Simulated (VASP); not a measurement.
A run of VASP 6.6.1 is set up as follows.

The input INCAR:

```
SYSTEM = BAs
  PREC = Accurate
  ENCUT = 520
  EDIFF = 1E-7
  ISMEAR = 0
  SIGMA = 0.027000000000000003
  LREAL = .False.
  LASPH = .True.
  NELM = 80
  ALGO = Normal
  ISIF = 2
  LWAVE = .False.
  LCHARG = .False.
  GGA = PE
  NBANDS = 11
```

KPOINTS

```
Automatic mesh
0
Gamma
  10 10 10
  0 0 0
```

POSCAR

```
BAs
1.0
    0.0000000000      2.3885000000      2.3885000000
    2.3885000000      0.0000000000      2.3885000000
    2.3885000000      2.3885000000      0.0000000000
As B
1 1
Direct
    0.7500000000      0.7500000000      0.7500000000
    0.0000000000      0.0000000000      0.0000000000
```

Potentials or basis: VASP PAW PBE potentials, release 64 (As, B).

The run is started by

```sh
$ cat potpaw_PBE.64/As/POTCAR potpaw_PBE.64/B/POTCAR > POTCAR
$ mpirun -np 1 vasp_std > vasp.out
```

What does it give for the band gap on the k mesh?

1.18 eV, indirect (least direct gap 3.28 eV).

Predict the pressure.

3.4 GPa.

A k mesh can miss the band edges. A hybrid or GW would open this gap; PBE tends to underestimate it.
